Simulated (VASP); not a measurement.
# TaW2 (Fmmm) in VASP: single point with PBEsol

Aim: the single point of TaW2 with PBEsol.

Program: VASP 6.6.1. These are calculated values, not measurements. Logs are shortened: lines on timing, memory, paths and dates and some standing lists are left out, and cuts for length are marked.

**1. The cell of the first run**

Symmetry: Fmmm, No. 69, orthorhombic system. The conventional cell has a = 3.215 Å, b = 4.578 Å, c = 13.620 Å, α = 90.00°, β = 90.00°, γ = 90.00°. Within 3.7 Å of Ta (site symmetry mmm) lie 6 Ta at 2.80 to 3.22 Å and 8 W at 2.81 to 3.25 Å. W (site symmetry mm2) has 10 W at 2.73 to 3.22 Å and 4 Ta at 2.81 to 3.25 Å within 3.6 Å.

**2. Single point, PBEsol**

INCAR reads:

```
SYSTEM = TaW2
PREC     = Accurate       ! precision mode
ENCUT    = 520            ! plane-wave cutoff, eV
EDIFF    = 1E-6           ! SCF threshold, eV
ISMEAR   = 0              ! smearing method
SIGMA    = 0.1            ! smearing width, eV
LREAL    = .FALSE.        ! projectors in reciprocal space
LASPH    = .TRUE.         ! aspherical terms in the spheres
NELM     = 80             ! most SCF steps
ALGO     = Fast           ! electronic algorithm
ISIF     = 2              ! what is computed and relaxed
LWAVE    = .FALSE.        ! write WAVECAR
LCHARG   = .FALSE.        ! write CHGCAR
GGA      = PS             ! functional
NBANDS   = 26             ! bands
```

KPOINTS reads:

```
regular mesh
0
G
  18 18 18
  0 0 0
```

POSCAR reads:

```
TaW2
1.0
    0.0000000000      2.2890861000      6.8101954000
    1.6075151000      0.0000000000      6.8101954000
    1.6075151000      2.2890861000      0.0000000000
Ta W
1 2
Direct
    0.0000000000      0.0000000000      0.0000000000
    0.6691010000      0.6691010000      0.3308990000
    0.3308990000      0.3308990000      0.6691010000
```

Potentials or basis: VASP PAW PBE potentials, release 64 (Ta_pv, W_sv).

Launch:

```sh
cat potpaw_PBE.64/Ta_pv/POTCAR potpaw_PBE.64/W_sv/POTCAR > POTCAR
mpirun -np 1 vasp_std > vasp.out
```

OUTCAR:

```text
SYSTEM = TaW2
   PREC = Accurate
   ENCUT = 520
   EDIFF = 1E-6
   ISMEAR = 0
   LREAL = .FALSE.
   LASPH = .TRUE.
   NELM = 80
   ISIF = 2
   GGA = PS

 ion  position               nearest neighbor table
   1  0.000  0.000  0.000-   2 2.81   2 2.81   3 2.81   3 2.81   3 3.25   2 3.25   2 3.25   3 3.25

   2  0.669  0.669  0.331-   3 2.73   3 2.73   1 2.81   1 2.81   3 3.18   3 3.18   1 3.25   1 3.25

   3  0.331  0.331  0.669-   2 2.73   2 2.73   1 2.81   1 2.81   2 3.18   2 3.18   1 3.25   1 3.25

  LATTYP: Found a face centered orthorhombic cell.
 ALAT       =     3.2150302000
 B/A-ratio  =     1.4239904185
 C/A-ratio  =     4.2364736729

  Lattice vectors:

 A1 = (   0.0000000000,   2.2890861000,   6.8101954000)
 A2 = (   1.6075151000,   0.0000000000,   6.8101954000)
 A3 = (   1.6075151000,   2.2890861000,   0.0000000000)

Analysis of symmetry for initial positions (statically):
=====================================================================
 Subroutine PRICEL returns:
 Original cell was already a primitive cell.

 Routine SETGRP: Setting up the symmetry group for a
 face centered orthorhombic supercell.

 Subroutine GETGRP returns: Found  8 space group operations
 (whereof  8 operations were pure point group operations)
 out of a pool of  8 trial point group operations.

The static configuration has the point symmetry D_2h.

Analysis of symmetry for dynamics (positions and initial velocities):
=====================================================================
 Subroutine PRICEL returns:
 Original cell was already a primitive cell.

 Routine SETGRP: Setting up the symmetry group for a
 face centered orthorhombic supercell.

 Subroutine GETGRP returns: Found  8 space group operations
 (whereof  8 operations were pure point group operations)
 out of a pool of  8 trial point group operations.

The dynamic configuration has the point symmetry D_2h.

 Subroutine INISYM returns: Found  8 space group operations
 (whereof  8 operations are pure point group operations),
 and found     1 'primitive' translations

----------------------------------------------------------------------------------------

                                     Primitive cell

  volume of cell :      50.1195

  direct lattice vectors                    reciprocal lattice vectors
     0.000000000  2.289086100  6.810195400    -0.311039069  0.218427782  0.073419332
     1.607515100  0.000000000  6.810195400     0.311039069 -0.218427782  0.073419332
     1.607515100  2.289086100  0.000000000     0.311039069  0.218427782 -0.073419332

  length of vectors
     7.184613877  6.997347082  2.797144968     0.387099983  0.387099983  0.387099983

  position of ions in fractional coordinates (direct lattice)
     0.000000000  0.000000000  0.000000000
     0.669101000  0.669101000  0.330899000
     0.330899000  0.330899000  0.669101000

  ion indices of the primitive-cell ions
   primitive index   ion index
                 1           1
                 2           2
                 3           3

----------------------------------------------------------------------------------------

 KPOINTS: regular mesh

Automatic generation of k-mesh.
 Grid dimensions read from file:
 generate k-points for:   18   18   18

 Generating k-lattice:

  Cartesian coordinates                     Fractional coordinates (reciprocal lattice)
    -0.017279948  0.012134877  0.004078852     0.055555556 -0.000000000 -0.000000000
     0.017279948 -0.012134877  0.004078852     0.000000000  0.055555556  0.000000000
     0.017279948  0.012134877 -0.004078852     0.000000000  0.000000000  0.055555556

  Length of vectors
     0.021505555  0.021505555  0.021505555

  Shift w.r.t. Gamma in fractional coordinates (k-lattice)
     0.000000000  0.000000000  0.000000000

 Subroutine IBZKPT returns following result:
 ===========================================

 Found    865 irreducible k-points:

 Following reciprocal coordinates:
            Coordinates               Weight
  0.000000  0.000000  0.000000      1.000000
  0.055556  0.000000  0.000000      8.000000
  0.111111  0.000000  0.000000      8.000000
  0.166667  0.000000  0.000000      8.000000
  0.222222  0.000000  0.000000      8.000000
  0.277778 -0.000000  0.000000      8.000000
[... 16 lines left out ...]
 -0.277778  0.055556 -0.000000      8.000000
 -0.222222  0.055556 -0.000000      8.000000
 [... further k-points ...]
   k-points           NKPTS =    865   k-points in BZ     NKDIM =    865   number of bands    NBANDS=     26
   number of dos      NEDOS =    301   number of ions     NIONS =      3
   total plane-waves  NPLWV =  69984
   dimension x,y,z NGX =    54 NGY =   54 NGZ =   24
   dimension x,y,z NGXF=   108 NGYF=  108 NGZF=   48
   ions per type =               1   2
   NGX,Y,Z   is equivalent  to a cutoff of  12.50, 12.83, 14.26 a.u.
   NGXF,Y,Z  is equivalent  to a cutoff of  24.99, 25.66, 28.53 a.u.
 SYSTEM =  TaW2
   PREC   = accura    normal or accurate (medium, high low for compatibility)
   ISTART =      0    job   : 0-new  1-cont  2-samecut
   ICHARG =      2    charge: 1-file 2-atom 10-const
   ISPIN  =      1    spin polarized calculation?
   LNONCOLLINEAR =      F non collinear calculations
   LSORBIT =      F    spin-orbit coupling
   LASPH  =      T    aspherical Exc in radial PAW
   ENCUT  =  520.0 eV  38.22 Ry    6.18 a.u.  13.36 13.01  5.20*2*pi/ulx,y,z
   NELM   =     80;   NELMIN=  2; NELMDL= -5     # of ELM steps
   EDIFF  = 0.1E-05   stopping-criterion for ELM
   LREAL  =      F    real-space projection
   EDIFFG = 0.1E-04   stopping-criterion for IOM
   NSW    =      0    number of steps for IOM
   IBRION =     -1    ionic relax: 0-MD 1-quasi-New 2-CG
   NFREE  =      0    steps in history (QN), initial steepest desc. (CG)
   ISIF   =      2    stress and relaxation
   ISYM   =      2    0-nonsym 1-usesym 2-fastsym
   POTIM  = 0.5000    time-step for ionic-motion
   TEBEG  =    0.0;   TEEND  =   0.0 temperature during run
   PSTRESS=    0.0 pullay stress
   NELECT =      39.0000    total number of electrons
   NUPDOWN=      -1.0000    fix difference up-down
   EMIN   =  10.00;   EMAX   =-10.00  energy-range for DOS
   EFERMI =   0.00;   METHOD = LEGACY
   ISMEAR =     0;   SIGMA  =   0.10  broadening in eV -4-tet -1-fermi 0-gaus
   EFERMI_NEDOS =   21; number of points for ismear=-14 and -15
   IALGO  =     68    algorithm
   IMIX   =      4    mixing-type and parameters
     AMIX     =   0.40;   BMIX     =  1.00
     AMIX_MAG =   1.60;   BMIX_MAG =  1.00
  volume/ion in A,a.u.               =      16.71       112.74
  Fermi-wavevector in a.u.,A,eV,Ry     =   1.505777  2.845507 30.849382  2.267366
  Thomas-Fermi vector in A             =   2.616582
   LORBIT       =      0    0 simple, 1 ext, 2 COOP (PROOUT), +10 PAW based schemes
   GGA     = PS    functional components
   LHFCALC =     F    Hartree Fock is set to
   AEXX    =    0.0000 exact exchange contribution
   IVDW    =     0    specifies the selected vdW correction
   LEPSILON=     F    determine dielectric tensor
   LRPA    =     F    only Hartree local field effects (RPA)
 non-spin polarized calculation
 RMM-DIIS sequential band-by-band and
 Gauss-broadening in eV      SIGMA  =   0.10
  energy-cutoff  :      520.00
  volume of cell :       50.12
 maximum number of plane-waves:      1369
 NGX is ok and might be reduce to    54
   NGX = 27   NGY = 25   NGZ = 11

 number of electron      39.0000002 magnetization

 Free energy of the ion-electron system (eV)
  ---------------------------------------------------
  ext. energy  EPLUGINS =         0.00000000
  ---------------------------------------------------
  free energy    TOTEN  =       -40.34865597 eV

  energy without entropy =      -40.34276914  energy(sigma->0) =      -40.34571256

 E-fermi :   8.7286     XC(G=0): -13.3469

 val. band max:        8.7284367332   @ k =  -0.2222   0.2222   0.1111
 cond. band min:       8.7288598715   @ k =   0.2222   0.2778   0.0556
 fundamental gap:      0.0004231383
 Fermi energy:         8.7286478598

 k-point     1 :       0.0000    0.0000    0.0000
  band No.  band energies     occupation
      1     -64.9264      2.00000
      2     -64.8562      2.00000
      3     -29.4540      2.00000
      4     -28.9046      2.00000
      5     -28.8450      2.00000
      6     -28.6735      2.00000
[... 18 lines left out ...]
     25      11.6704      0.00000
     26      12.5478      0.00000

 k-point     2 :       0.0556    0.0000    0.0000
  band No.  band energies     occupation
      1     -64.9243      2.00000
      2     -64.8551      2.00000
      3     -29.4496      2.00000
      4     -28.9392      2.00000
      5     -28.8219      2.00000
      6     -28.6868      2.00000
[... 18 lines left out ...]
     25      11.7369      0.00000
     26      12.5682      0.00000

 k-point     3 :       0.1111    0.0000    0.0000
  band No.  band energies     occupation
      1     -64.9182      2.00000
      2     -64.8522      2.00000
      3     -29.4370      2.00000
      4     -29.0067      2.00000
      5     -28.7923      2.00000
      6     -28.7414      2.00000
[... 18 lines left out ...]
     25      11.8059      0.00000
     26      12.5898      0.00000

 k-point     4 :       0.1667    0.0000    0.0000
  band No.  band energies     occupation
      1     -64.9087      2.00000
      2     -64.8478      2.00000
      3     -29.4196      2.00000
      4     -29.0954      2.00000
      5     -28.8364      2.00000
      6     -28.7777      2.00000
[... 18 lines left out ...]
     25      11.8635      0.00000
     26      12.7076      0.00000

 k-point     5 :       0.2222    0.0000    0.0000
  band No.  band energies     occupation
      1     -64.8967      2.00000
      2     -64.8427      2.00000
      3     -29.4047      2.00000
      4     -29.2019      2.00000
      5     -28.9455      2.00000
      6     -28.7958      2.00000
[... 18 lines left out ...]
     25      11.9256      0.00000
     26      12.8434      0.00000

 k-point     6 :       0.2778   -0.0000    0.0000
  band No.  band energies     occupation
      1     -64.8833      2.00000
      2     -64.8380      2.00000
      3     -29.4077      2.00000
      4     -29.3165      2.00000
      5     -29.0371      2.00000
      6     -28.8328      2.00000
[... 427 lines left out ...]
 k-point    21 :      -0.3889    0.0556   -0.0000
  band No.  band energies     occupation
      1     -64.8467      2.00000
      2     -64.8344      2.00000
      3     -29.5697      2.00000
      4     -29.5568      2.00000
      5     -29.0413      2.00000
      6     -28.9521      2.00000
[... 18 lines left out ...]
     25      12.9370      0.00000
     26      13.8734      0.00000

 k-point    22 :      -0.3333    0.0556   -0.0000
  band No.  band energies     occupation
      1     -64.8572      2.00000
      2     -64.8330      2.00000
      3     -29.5147      2.00000
      4     -29.5061      2.00000
      5     -29.0722      2.00000
      6     -28.9112      2.00000
[... 18 lines left out ...]
     25      13.0270      0.00000
     26      13.5108      0.00000

 k-point    23 :      -0.2778    0.0556   -0.0000
  band No.  band energies     occupation
      1     -64.8698      2.00000
      2     -64.8345      2.00000
      3     -29.4471      2.00000
      4     -29.4262      2.00000
      5     -29.0779      2.00000
      6     -28.8718      2.00000
[... 18 lines left out ...]
     25      12.4401      0.00000
     26      13.1311      0.00000

 k-point    24 :      -0.2222    0.0556   -0.0000
  band No.  band energies     occupation
      1     -64.8833      2.00000
      2     -64.8380      2.00000
      3     -29.4085      2.00000
      4     -29.3183      2.00000
      5     -29.0353      2.00000
      6     -28.8327      2.00000
[... 18 lines left out ...]
     25      12.0342      0.00000
     26      13.1066      0.00000

 [... further k-points ...]

------------------------ aborting loop because EDIFF is reached ----------------------------------------

  FORCE on cell =-STRESS in cart. coord.  units (eV):
  Direction    XX          YY          ZZ          XY          YZ          ZX
  --------------------------------------------------------------------------------------
  -------------------------------------------------------------------------------------
  Total       -2.3632076     -2.3705796     -2.3692637      0.0000000      0.0000000      0.0000000
  in kB      -75.5449967    -75.7806566    -75.7385910      0.0000000      0.0000000      0.0000000
  external PRESSURE =     -75.6880814 kB  Pullay stress =       0.0000000 kB

 VOLUME and BASIS-vectors are now :
 -----------------------------------------------------------------------------
  energy-cutoff  :      520.00
  volume of cell :       50.12
      direct lattice vectors                 reciprocal lattice vectors
     0.000000000  2.289086100  6.810195400    -0.311039069  0.218427782  0.073419332
     1.607515100  0.000000000  6.810195400     0.311039069 -0.218427782  0.073419332
     1.607515100  2.289086100  0.000000000     0.311039069  0.218427782 -0.073419332

 POSITION                                       TOTAL-FORCE (eV/Angst)
 -----------------------------------------------------------------------------------
      0.00000      0.00000      0.00000         0.000000      0.000000      0.000000
      1.60752      2.28909      9.11342         0.000000      0.000000      0.030844
      1.60752      2.28909      4.50697         0.000000      0.000000     -0.030844
 -----------------------------------------------------------------------------------
    total drift:                                0.000000     -0.000000      0.000000

  FREE ENERGIE OF THE ION-ELECTRON SYSTEM (eV)
  ---------------------------------------------------
  free  energy   TOTEN  =       -40.3486559697 eV

  energy  without entropy=      -40.3427691417  energy(sigma->0) =      -40.34571256
```

It took 60 min on 1 thread of Intel Xeon 8259CL, shared host; peak memory 1 GiB.

Results:

```
Free energy            : -40.3487 eV
Pressure               : -7.6 GPa
Largest force          : 0.031 eV/Å
Band gap on the k mesh : zero (an odd number of electrons rules out a gap without spin polarisation)
```

Forces in eV/Å, atoms in the order of the input:
```
Ta   0.000  0.000  0.000
W    0.000  0.000  0.031
W    0.000  0.000 -0.031
```

Caveat: the cell stands under tension; the PAW data sets were made with another functional, which shifts forces and pressure a little; spin-orbit coupling is left out, which moves the levels of the heavy elements.
